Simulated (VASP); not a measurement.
# AgB2 (Fm-3m) in VASP: further runs, part 2 of 2

VASP 6.6.1.

### Step 5. Relaxation of cell and atoms, PBEsol, target pressure 30 GPa, at which the enthalpy is minimised

This run uses another cell than the first one, of 11.32 Å³/atom.

File INCAR:

```
SYSTEM = AgB2
PREC = Accurate ; ENCUT = 500
EDIFF = 1E-7 ; ISMEAR = -1
SIGMA = 0.05 ; LREAL = .False.
LASPH = .True. ; NELM = 120
ALGO = Normal ; ISIF = 3
LWAVE = .False. ; LCHARG = .False.
GGA = PS ; IBRION = 2
NSW = 80 ; EDIFFG = -0.02
PSTRESS = 300.0 ; GGA_COMPAT = .False.
NELMIN = 4
```

File KPOINTS:

```
regular mesh
0
Gamma
  7 7 7
  0 0 0
```

File POSCAR:

```
AgB2
1.0
    0.0000000000      2.5700000000      2.5700000000
    2.5700000000      0.0000000000      2.5700000000
    2.5700000000      2.5700000000      0.0000000000
Ag B
1 2
Direct
    0.0000000000      0.0000000000      0.0000000000
    0.2500000000      0.2500000000      0.2500000000
    0.7500000000      0.7500000000      0.7500000000
```

Potentials or basis: VASP PAW PBE potentials, release 64 (Ag, B).

Command:

```
cat potpaw_PBE.64/Ag/POTCAR potpaw_PBE.64/B/POTCAR > POTCAR
mpirun -np 1 vasp_std > vasp.out
```

OUTCAR:

```text
SYSTEM = AgB2
   PREC = Accurate
   ENCUT = 500
   EDIFF = 1E-7
   ISMEAR = -1
   LREAL = .False.
   LASPH = .True.
   NELM = 120
   ISIF = 3
   GGA = PS
   IBRION = 2
   NSW = 80
   EDIFFG = -0.02
   PSTRESS = 300.0
   NELMIN = 4

 ion  position               nearest neighbor table
   1  0.000  0.000  0.000-   3 2.23   3 2.23   3 2.23   2 2.23   3 2.23   2 2.23   2 2.23   2 2.23

   2  0.250  0.250  0.250-   1 2.23   1 2.23   1 2.23   1 2.23
   3  0.750  0.750  0.750-   1 2.23   1 2.23   1 2.23   1 2.23

  LATTYP: Found a face centered cubic cell.
 ALAT       =     5.1400000000

  Lattice vectors:

 A1 = (   0.0000000000,   2.5700000000,   2.5700000000)
 A2 = (   2.5700000000,   0.0000000000,   2.5700000000)
 A3 = (   2.5700000000,   2.5700000000,   0.0000000000)

Analysis of symmetry for initial positions (statically):
=====================================================================
 Subroutine PRICEL returns:
 Original cell was already a primitive cell.

 Routine SETGRP: Setting up the symmetry group for a
 face centered cubic supercell.

 Subroutine GETGRP returns: Found 48 space group operations
 (whereof 48 operations were pure point group operations)
 out of a pool of 48 trial point group operations.

The static configuration has the point symmetry O_h .

Analysis of symmetry for dynamics (positions and initial velocities):
=====================================================================
 Subroutine PRICEL returns:
 Original cell was already a primitive cell.

 Routine SETGRP: Setting up the symmetry group for a
 face centered cubic supercell.

 Subroutine GETGRP returns: Found 48 space group operations
 (whereof 48 operations were pure point group operations)
 out of a pool of 48 trial point group operations.

The dynamic configuration has the point symmetry O_h .

 Subroutine INISYM returns: Found 48 space group operations
 (whereof 48 operations are pure point group operations),
 and found     1 'primitive' translations

[... 117 lines left out ...]
   LHFCALC =     F    Hartree Fock is set to
   AEXX    =    0.0000 exact exchange contribution
   IVDW    =     0    specifies the selected vdW correction
   LEPSILON=     F    determine dielectric tensor
   LRPA    =     F    only Hartree local field effects (RPA)
 conjugate gradient relaxation of ions
 non-spin polarized calculation
  energy-cutoff  :      500.00
  volume of cell :       33.95
 maximum number of plane-waves:       881
   NGX = 13   NGY = 13   NGZ = 13

--------------------------------------- Ionic step        1  -------------------------------------------

 number of electron      17.0000003 magnetization

 Free energy of the ion-electron system (eV)
  ---------------------------------------------------
  ext. energy  EPLUGINS =         0.00000000
  ---------------------------------------------------
  free energy    TOTEN  =       -12.88762497 eV

  energy without entropy =      -12.87965687  energy(sigma->0) =      -12.88364092

------------------------ aborting loop because EDIFF is reached ----------------------------------------

  FORCE on cell =-STRESS in cart. coord.  units (eV):
  Direction    XX          YY          ZZ          XY          YZ          ZX
  --------------------------------------------------------------------------------------
  -------------------------------------------------------------------------------------
  Total       -0.7490030     -0.7490030     -0.7490030      0.0000000     -0.0000000      0.0000000
  in kB      -35.3479964    -35.3479964    -35.3479964      0.0000000     -0.0000000      0.0000000
  external PRESSURE =    -335.3479964 kB  Pullay stress =     300.0000000 kB
[... 26 lines left out ...]
--------------------------------------- Ionic step        2  -------------------------------------------

 number of electron      16.9999999 magnetization

 E-fermi :  12.7258     XC(G=0): -13.7337

 val. band max:       12.6252589400   @ k =   0.4286   0.0000   0.0000
 cond. band min:      12.7306255171   @ k =   0.4286   0.2857   0.1429
 fundamental gap:      0.1053665772
 Fermi energy:        12.7257851963

 k-point     1 :       0.0000    0.0000    0.0000
  band No.  band energies     occupation
      1      -2.9379      2.00000
      2       1.6164      2.00000
      3       1.6164      2.00000
      4       1.6164      2.00000
      5       4.5434      2.00000
      6       4.5434      2.00000
      7      14.9661      0.00000
      8      17.4106      0.00000
      9      17.4106      0.00000
     10      17.6774      0.00000
     11      17.6774      0.00000
     12      17.6774      0.00000
[... 477 lines left out ...]
--------------------------------------- Ionic step        7  -------------------------------------------

 number of electron      17.0000001 magnetization

 Free energy of the ion-electron system (eV)
  ---------------------------------------------------
  ext. energy  EPLUGINS =         0.00000000
  ---------------------------------------------------
  free energy    TOTEN  =       -12.56691248 eV

  energy without entropy =      -12.55970584  energy(sigma->0) =      -12.56330916

 E-fermi :   9.2043     XC(G=0): -12.6002

 val. band max:        9.1713941990   @ k =   0.4286   0.2857   0.1429
 cond. band min:       9.4691190355   @ k =   0.4286   0.0000   0.0000
 fundamental gap:      0.2977248364
 Fermi energy:         9.2042864612

 k-point     1 :       0.0000    0.0000    0.0000
  band No.  band energies     occupation
      1      -4.1895      2.00000
      2       0.2323      2.00000
      3       0.2323      2.00000
      4       0.2323      2.00000
      5       2.4091      2.00000
      6       2.4091      2.00000
      7      10.2785      0.00000
      8      13.1267      0.00000
      9      13.1267      0.00000
     10      13.1267      0.00000
     11      13.6433      0.00000
     12      13.6433      0.00000
[... 317 lines left out ...]
  energy  without entropy=      -12.5597058371  energy(sigma->0) =      -12.56330916

  enthalpy is  TOTEN    =        -7.0808824855 eV   P V=        5.4860299904

 reached required accuracy - stopping structural energy minimisation
```

Run time: 38 s. Hardware: 1 thread of Intel Xeon Platinum 8488C (Sapphire Rapids), shared host; peak memory 0.17 GiB.

What came out:

- Free energy: -12.5669 eV
- Relaxed volume: 9.77 Å³/atom
- Relaxed cell: a = 3.460 Å, b = 3.460 Å, c = 3.460 Å, α = 60.00°, β = 60.00°, γ = 60.00°
- Space group after relaxing (to 0.1 Å): Fm-3m (No. 225)
- Energy change on relaxing (the run minimises the enthalpy): +106.9 meV/atom
- Ionic steps: 7
- Pressure after relaxing: 30.0 GPa
- Band gap on the k mesh: zero (an odd number of electrons rules out a gap without spin polarisation)

Step by step:
| step | energy change (eV) | largest force (eV/Å) | pressure (GPa) | volume (Å³) |
| --- | --- | --- | --- | --- |
| 1 | 0.0000 | 0.0000 | -3.53 | 33.95 |
| 2 | 2.8839 | 0.0000 | 130.50 | 23.59 |
| 3 | 0.2762 | 0.0000 | 27.48 | 29.55 |
| 4 | 0.3108 | 0.0000 | 29.46 | 29.35 |
| 5 | 0.3271 | 0.0000 | 30.37 | 29.26 |
| 6 | 0.3113 | 0.0000 | 29.48 | 29.35 |
| 7 | 0.3207 | 0.0000 | 30.01 | 29.30 |

Final structure:
```yaml
crystal:
  lattice:
    - [0.00000, 2.44684, 2.44684]
    - [2.44684, 0.00000, 2.44684]
    - [2.44684, 2.44684, 0.00000]
  atoms:
    - { symbol: Ag, position: [0.00000, 0.00000, 0.00000] }
    - { symbol: B, position: [0.25000, 0.25000, 0.25000] }
    - { symbol: B, position: [0.75000, 0.75000, 0.75000] }
```

Levels at points of the mesh, in eV from the Fermi level:
| k point | band 6 | band 7 | band 8 | band 9 | band 10 | band 11 | band 12 |
| --- | --- | --- | --- | --- | --- | --- | --- |
| (0.00, 0.00, 0.00) | -6.80 | 1.07 | 3.92 | 3.92 | 3.92 | 4.44 | 4.44 |

Caveat: the cell is relaxed towards a set pressure, so the run minimises the enthalpy, not the energy; the PAW data sets were made with another functional, which shifts forces and pressure a little.

### Step 6. Relaxation of cell and atoms, PBEsol, target pressure 45 GPa, at which the enthalpy is minimised

This run uses another cell than the first one, of 11.32 Å³/atom.

File INCAR:

```
PREC = Accurate
ENCUT = 500
EDIFF = 1E-7
ISMEAR = -1
SIGMA = 0.05
LREAL = F
LASPH = T
NELM = 120
ALGO = Normal
ISIF = 3
LWAVE = F
LCHARG = F
GGA = PS
IBRION = 2
NSW = 80
EDIFFG = -0.02
PSTRESS = 450.0
GGA_COMPAT = F
NELMIN = 4
```

File KPOINTS:

```
regular mesh
0
Gamma
  7 7 7
```

POSCAR is that of step 5.

Potentials or basis: VASP PAW PBE potentials, release 64 (Ag, B).

Command:

```
cat potpaw_PBE.64/Ag/POTCAR potpaw_PBE.64/B/POTCAR > POTCAR
mpirun -np 1 vasp_std > vasp.out
```

Run time: 33 s. Hardware: 1 thread of Intel Xeon Platinum 8488C (Sapphire Rapids), shared host; peak memory 0.17 GiB.

The run converged. Its results:

```
Free energy                                                : -12.2654 eV
Relaxed volume                                             : 9.33 Å³/atom
Relaxed cell                                               : a = 3.408 Å, b = 3.408 Å, c = 3.408 Å, α = 60.00°, β = 60.00°, γ = 60.00°
Space group after relaxing (to 0.1 Å)                      : Fm-3m (No. 225)
Energy change on relaxing (the run minimises the enthalpy) : +207.4 meV/atom
Ionic steps                                                : 5
Pressure after relaxing                                    : 45.0 GPa
Band gap on the k mesh                                     : zero (an odd number of electrons rules out a gap without spin polarisation)
```

Step by step:
| step | energy change (eV) | largest force (eV/Å) | pressure (GPa) | volume (Å³) |
| --- | --- | --- | --- | --- |
| 1 | 0.0000 | 0.0000 | -3.53 | 33.95 |
| 2 | 7.7177 | 0.0000 | 291.45 | 19.74 |
| 3 | 0.4695 | 0.0000 | 37.74 | 28.59 |
| 4 | 0.5713 | 0.0000 | 42.65 | 28.19 |
| 5 | 0.6222 | 0.0000 | 45.01 | 28.00 |

Final structure:
```
Ag B
1.0
     0.00000    2.41017    2.41017
     2.41017    0.00000    2.41017
     2.41017    2.41017    0.00000
Ag B
1 2
Direct
  0.00000 0.00000 0.00000
  0.25000 0.25000 0.25000
  0.75000 0.75000 0.75000
```

Levels at points of the mesh, in eV from the Fermi level:
```tsv
k point	band 5	band 6	band 7	band 8	band 9	band 10	band 11	band 12
(0.00, 0.00, 0.00)	-7.08	-7.08	1.28	4.09	4.09	4.09	4.48	4.48
```

Caveat: the cell is relaxed towards a set pressure, so the run minimises the enthalpy, not the energy; the volume moved by over 15 % at a fixed basis, so the end points are rough; the PAW data sets were made with another functional, which shifts forces and pressure a little.

### Step 7. Summary

| task | cell | gap on the mesh (eV) | pressure (GPa) |
| --- | --- | --- | --- |
| single point | a = 3.611 Å, angles 60.0°, 3 atoms | none | -0.3 |
| relaxation of cell and atoms | relaxed from a = 3.635 Å, angles 60.0°, 3 atoms | none | 0.0 |
| relaxation of cell and atoms | relaxed to 15 GPa from a = 3.635 Å, angles 60.0°, 3 atoms | none | 15.0 |
| relaxation of cell and atoms | relaxed to 30 GPa from a = 3.635 Å, angles 60.0°, 3 atoms | none | 30.0 |
| relaxation of cell and atoms | relaxed to 45 GPa from a = 3.635 Å, angles 60.0°, 3 atoms | none | 45.0 |

Alike in all rows: level PBEsol; potentials or basis VASP PAW PBE potentials, release 64 (Ag, B); no spin polarisation; k mesh 7 × 7 × 7; cutoff (eV) 500; smearing fermi-dirac 0.05 eV.

Caveats: the PAW data sets were made with another functional, which shifts forces and pressure a little; the cell is relaxed towards a set pressure, so the run minimises the enthalpy, not the energy (at least some runs); the volume moved by over 15 % at a fixed basis, so the end points are rough (at least some runs).

Total energies depend on the potentials used, so only differences within one code and one set of settings carry meaning.
